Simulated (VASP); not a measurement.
# Mn (I4/mmm) in VASP: notebook

The runs below take Mn through single point, with LDA.

All numbers are computed with VASP 6.6.1; they aren't measurements. Logs are shortened: lines on timing, memory, paths and dates and some standing lists are left out, and cuts for length are marked.

## Step 1: The cell of the first run

The typed cell holds 2 atoms: a = 2.424 Å, b = 2.424 Å, c = 3.432 Å, α = 90.00°, β = 90.00°, γ = 90.00°.

This isn't the form of Mn at room conditions, which is a 58-atom cubic cell.

## Step 2: Single point, LDA, collinear spin, antiferromagnetic start

Contents of INCAR:

```
SYSTEM = Mn
PREC     = Accurate       ! precision mode
ENCUT    = 520            ! plane-wave cutoff, eV
EDIFF    = 1E-6           ! SCF threshold, eV
ISMEAR   = -1             ! smearing method
SIGMA    = 0.05           ! smearing width, eV
LREAL    = .FALSE.        ! projectors in reciprocal space
LASPH    = .TRUE.         ! aspherical terms in the spheres
NELM     = 150            ! most SCF steps
ALGO     = Normal         ! electronic algorithm
ISIF     = 2              ! what is computed and relaxed
LWAVE    = .FALSE.        ! write WAVECAR
LCHARG   = .FALSE.        ! write CHGCAR
ISPIN    = 2              ! spin polarisation
MAGMOM   = 3 -3           ! initial moments
LORBIT   = 11             ! projections on sites
LMAXMIX  = 4              ! l up to which the mixer works
NBANDS   = 24             ! bands
```

Contents of KPOINTS:

```
Automatic mesh
0
G
  12 12 9
  0 0 0
```

Contents of POSCAR:

```
Mn
1.0
    2.4237626742      0.0000000000      0.0000000000
    0.0000000000      2.4237626742      0.0000000000
    0.0000000000      0.0000000000      3.4318882229
Mn
2
Direct
    1.0000000000      0.0000000000      0.0000000000
    0.5000000000      0.5000000000      0.5000000000
```

Potentials or basis: VASP PAW LDA potentials, release 64 (Mn_pv).

Run with:

```
$ cat potpaw_LDA.64/Mn_pv/POTCAR > POTCAR
$ mpirun -np 1 vasp_std > vasp.out
```

OUTCAR:

```text
SYSTEM = Mn
   PREC = Accurate
   ENCUT = 520
   EDIFF = 1E-6
   ISMEAR = -1
   LREAL = .FALSE.
   LASPH = .TRUE.
   NELM = 150
   ISIF = 2
   ISPIN = 2
   LORBIT = 11

 ion  position               nearest neighbor table
   1  0.000  0.000  0.000-   2 2.43   2 2.43   2 2.43   2 2.43   2 2.43   2 2.43   2 2.43   2 2.43

   2  0.500  0.500  0.500-   1 2.43   1 2.43   1 2.43   1 2.43   1 2.43   1 2.43   1 2.43   1 2.43

  LATTYP: Found a simple tetragonal cell.
 ALAT       =     2.4237626742
 C/A-ratio  =     1.4159341009

  Lattice vectors:

 A1 = (   2.4237626742,   0.0000000000,   0.0000000000)
 A2 = (   0.0000000000,   2.4237626742,   0.0000000000)
 A3 = (   0.0000000000,   0.0000000000,   3.4318882229)

Analysis of symmetry for initial positions (statically):
=====================================================================
 Subroutine PRICEL returns following result:

  LATTYP: Found a body centered tetragonal cell.
 ALAT       =     2.4237626742
 C/A-ratio  =     1.4159341009

  Lattice vectors:

 A1 = (   1.2118813371,  -1.2118813371,  -1.7159441114)
 A2 = (  -1.2118813371,   1.2118813371,  -1.7159441115)
 A3 = (   1.2118813371,   1.2118813371,   1.7159441115)

   2 primitive cells build up your supercell.

 Routine SETGRP: Setting up the symmetry group for a
 simple tetragonal supercell.

 Subroutine GETGRP returns: Found 16 space group operations
 (whereof 16 operations were pure point group operations)
 out of a pool of 16 trial point group operations.

The static configuration has the point symmetry D_4h.

Analysis of symmetry for dynamics (positions and initial velocities):
=====================================================================
 Subroutine PRICEL returns following result:

  LATTYP: Found a body centered tetragonal cell.
 ALAT       =     2.4237626742
 C/A-ratio  =     1.4159341009

  Lattice vectors:

 A1 = (   1.2118813371,  -1.2118813371,  -1.7159441114)
 A2 = (  -1.2118813371,   1.2118813371,  -1.7159441115)
 A3 = (   1.2118813371,   1.2118813371,   1.7159441115)

   2 primitive cells build up your supercell.

 Routine SETGRP: Setting up the symmetry group for a
 simple tetragonal supercell.

 Subroutine GETGRP returns: Found 16 space group operations
 (whereof 16 operations were pure point group operations)
 out of a pool of 16 trial point group operations.

The dynamic configuration has the point symmetry D_4h.

Analysis of structural, dynamic, and magnetic symmetry:
=====================================================================
 Subroutine PRICEL returns following result:

  LATTYP: Found a body centered tetragonal cell.
 ALAT       =     2.4237626742
 C/A-ratio  =     1.4159341009

  Lattice vectors:

 A1 = (   1.2118813371,  -1.2118813371,  -1.7159441114)
 A2 = (  -1.2118813371,   1.2118813371,  -1.7159441115)
 A3 = (   1.2118813371,   1.2118813371,   1.7159441115)

   2 primitive cells build up your supercell.

 Routine SETGRP: Setting up the symmetry group for a
 simple tetragonal supercell.

 Subroutine GETGRP returns: Found 16 space group operations
 (whereof 16 operations were pure point group operations)
 out of a pool of 16 trial point group operations.

The overall configuration has the point symmetry D_4h.

 Subroutine INISYM returns: Found 16 space group operations
 (whereof 16 operations are pure point group operations),
 and found     2 'primitive' translations

----------------------------------------------------------------------------------------

                                     Primitive cell

  volume of cell :      10.0805

  direct lattice vectors                    reciprocal lattice vectors
     1.211881337 -1.211881337 -1.715944111     0.412581649  0.000000000 -0.291384782
    -1.211881337  1.211881337 -1.715944111     0.000000000  0.412581649 -0.291384782
     1.211881337  1.211881337  1.715944111     0.412581649  0.412581649  0.000000000

  length of vectors
     2.425237503  2.425237503  2.425237503     0.505102670  0.505102670  0.583478563

  position of ions in fractional coordinates (direct lattice)
     0.000000000  0.000000000  0.000000000

  ion indices of the primitive-cell ions
   primitive index   ion index
                 1           1

----------------------------------------------------------------------------------------

 KPOINTS: Automatic mesh

Automatic generation of k-mesh.
 Grid dimensions read from file:
 generate k-points for:   12   12    9

 Generating k-lattice:

  Cartesian coordinates                     Fractional coordinates (reciprocal lattice)
     0.034381804  0.000000000  0.000000000     0.083333333  0.000000000  0.000000000
     0.000000000  0.034381804  0.000000000     0.000000000  0.083333333  0.000000000
     0.000000000  0.000000000  0.032376087     0.000000000  0.000000000  0.111111111

  Length of vectors
     0.034381804  0.034381804  0.032376087

  Shift w.r.t. Gamma in fractional coordinates (k-lattice)
     0.000000000  0.000000000  0.000000000

 Subroutine IBZKPT returns following result:
 ===========================================

 Found    140 irreducible k-points:

 Following reciprocal coordinates:
            Coordinates               Weight
  0.000000  0.000000  0.000000      1.000000
  0.083333  0.000000  0.000000      4.000000
  0.166667  0.000000  0.000000      4.000000
  0.250000  0.000000  0.000000      4.000000
  0.333333  0.000000  0.000000      4.000000
  0.416667  0.000000  0.000000      4.000000
[... 16 lines left out ...]
  0.333333  0.333333  0.000000      4.000000
  0.416667  0.333333  0.000000      8.000000
 [... further k-points ...]
   k-points           NKPTS =    140   k-points in BZ     NKDIM =    140   number of bands    NBANDS=     24
   number of dos      NEDOS =    301   number of ions     NIONS =      2
   total plane-waves  NPLWV =   9072
   dimension x,y,z NGX =    18 NGY =   18 NGZ =   28
   dimension x,y,z NGXF=    36 NGYF=   36 NGZF=   56
   ions per type =               2
   NGX,Y,Z   is equivalent  to a cutoff of  12.35, 12.35, 13.56 a.u.
   NGXF,Y,Z  is equivalent  to a cutoff of  24.69, 24.69, 27.13 a.u.
 SYSTEM =  Mn
   PREC   = accura    normal or accurate (medium, high low for compatibility)
   ISTART =      0    job   : 0-new  1-cont  2-samecut
   ICHARG =      2    charge: 1-file 2-atom 10-const
   ISPIN  =      2    spin polarized calculation?
   LNONCOLLINEAR =      F non collinear calculations
   LSORBIT =      F    spin-orbit coupling
   LASPH  =      T    aspherical Exc in radial PAW
   ENCUT  =  520.0 eV  38.22 Ry    6.18 a.u.   4.51  4.51  6.38*2*pi/ulx,y,z
   NELM   =    150;   NELMIN=  2; NELMDL= -5     # of ELM steps
   EDIFF  = 0.1E-05   stopping-criterion for ELM
   LREAL  =      F    real-space projection
   EDIFFG = 0.1E-04   stopping-criterion for IOM
   NSW    =      0    number of steps for IOM
   IBRION =     -1    ionic relax: 0-MD 1-quasi-New 2-CG
   NFREE  =      0    steps in history (QN), initial steepest desc. (CG)
   ISIF   =      2    stress and relaxation
   ISYM   =      2    0-nonsym 1-usesym 2-fastsym
   POTIM  = 0.5000    time-step for ionic-motion
   TEBEG  =    0.0;   TEEND  =   0.0 temperature during run
   PSTRESS=    0.0 pullay stress
   NELECT =      26.0000    total number of electrons
   NUPDOWN=      -1.0000    fix difference up-down
   EMIN   =  10.00;   EMAX   =-10.00  energy-range for DOS
   EFERMI =   0.00;   METHOD = LEGACY
   ISMEAR =    -1;   SIGMA  =   0.05  broadening in eV -4-tet -1-fermi 0-gaus
   EFERMI_NEDOS =   21; number of points for ismear=-14 and -15
   IALGO  =     38    algorithm
   IMIX   =      4    mixing-type and parameters
     AMIX     =   0.40;   BMIX     =  1.00
     AMIX_MAG =   1.60;   BMIX_MAG =  1.00
  volume/ion in A,a.u.               =      10.08        68.03
  Fermi-wavevector in a.u.,A,eV,Ry     =   1.781947  3.367392 43.203068  3.175336
  Thomas-Fermi vector in A             =   2.846435
   LORBIT       =     11    0 simple, 1 ext, 2 COOP (PROOUT), +10 PAW based schemes
   GGA     = CA    functional components
   LHFCALC =     F    Hartree Fock is set to
   AEXX    =    0.0000 exact exchange contribution
   IVDW    =     0    specifies the selected vdW correction
   LEPSILON=     F    determine dielectric tensor
   LRPA    =     F    only Hartree local field effects (RPA)
 spin polarized calculation
  energy-cutoff  :      520.00
  volume of cell :       20.16
 maximum number of plane-waves:       564
   NGX =  9   NGY =  9   NGZ = 13

 number of electron      26.0000047 magnetization      -0.0000000

 number of electron      26.0000047 magnetization       0.0000000

 Free energy of the ion-electron system (eV)
  ---------------------------------------------------
  ext. energy  EPLUGINS =         0.00000000
  ---------------------------------------------------
  free energy    TOTEN  =       -20.23518473 eV

  energy without entropy =      -20.21293891  energy(sigma->0) =      -20.22406182

 E-fermi :  11.2386     XC(G=0): -14.7674

 val. band max:       11.2312209760   @ k =   0.0833   0.0000   0.3333
 cond. band min:      11.2471918224   @ k =   0.1667   0.1667   0.4444
 fundamental gap:      0.0159708463
 Fermi energy:        11.2386202644

 spin component 1

 k-point     1 :       0.0000    0.0000    0.0000
  band No.  band energies     occupation
      1     -36.8260      1.00000
      2     -36.2712      1.00000
      3     -36.2712      1.00000
      4     -35.9338      1.00000
      5     -35.9338      1.00000
      6     -35.9293      1.00000
[... 637 lines left out ...]
     23      28.9941      0.00000
     24      29.2448      0.00000

 [... further k-points ...]

 spin component 2

 k-point     1 :       0.0000    0.0000    0.0000
  band No.  band energies     occupation
      1     -36.8260      1.00000
      2     -36.2712      1.00000
      3     -36.2712      1.00000
      4     -35.9338      1.00000
      5     -35.9338      1.00000
      6     -35.9293      1.00000
[... 637 lines left out ...]
     23      28.9941      0.00000
     24      29.2448      0.00000

 [... further k-points ...]

------------------------ aborting loop because EDIFF is reached ----------------------------------------

  FORCE on cell =-STRESS in cart. coord.  units (eV):
  Direction    XX          YY          ZZ          XY          YZ          ZX
  --------------------------------------------------------------------------------------
  -------------------------------------------------------------------------------------
  Total        0.0529913      0.0529913      0.0476588      0.0000000      0.0000000      0.0000000
  in kB        4.2111595      4.2111595      3.7873957      0.0000000      0.0000000      0.0000000
  external PRESSURE =       4.0699049 kB  Pullay stress =       0.0000000 kB

 VOLUME and BASIS-vectors are now :
 -----------------------------------------------------------------------------
  energy-cutoff  :      520.00
  volume of cell :       20.16
      direct lattice vectors                 reciprocal lattice vectors
     2.423762674  0.000000000  0.000000000     0.412581649  0.000000000  0.000000000
     0.000000000  2.423762674  0.000000000     0.000000000  0.412581649  0.000000000
     0.000000000  0.000000000  3.431888223     0.000000000  0.000000000  0.291384782

 POSITION                                       TOTAL-FORCE (eV/Angst)
 -----------------------------------------------------------------------------------
      0.00000      0.00000      0.00000        -0.000000     -0.000000     -0.000000
      1.21188      1.21188      1.71594         0.000000      0.000000      0.000000
 -----------------------------------------------------------------------------------
    total drift:                                0.000000     -0.000000     -0.000000

  FREE ENERGIE OF THE ION-ELECTRON SYSTEM (eV)
  ---------------------------------------------------
  free  energy   TOTEN  =       -20.2351847324 eV

  energy  without entropy=      -20.2129389091  energy(sigma->0) =      -20.22406182

 total charge

# of ion       s       p       d       tot
------------------------------------------
    1        0.453   6.446   5.231  12.130
    2        0.453   6.446   5.231  12.130
--------------------------------------------------
tot          0.905  12.892  10.462  24.260

 magnetization (x)

# of ion       s       p       d       tot
------------------------------------------
    1        0.000   0.000   0.001   0.001
    2       -0.000  -0.000  -0.001  -0.001
--------------------------------------------------
tot          0.000   0.000   0.000   0.000
```

It took 80 s on 1 thread of Intel Xeon 6975P-C (Granite Rapids), shared host; peak memory 0.18 GiB.

Results:

```yaml
Free_energy: -20.2352 eV
Pressure: 0.4 GPa
Band_gap_on_the_k_mesh: zero (filled and empty bands overlap)
Net_moment: 0.00 μB per cell
Valence_electrons_inside_the_program's_atomic_spheres: Mn 12.13
```

(Part 1 of 2 ends here.)
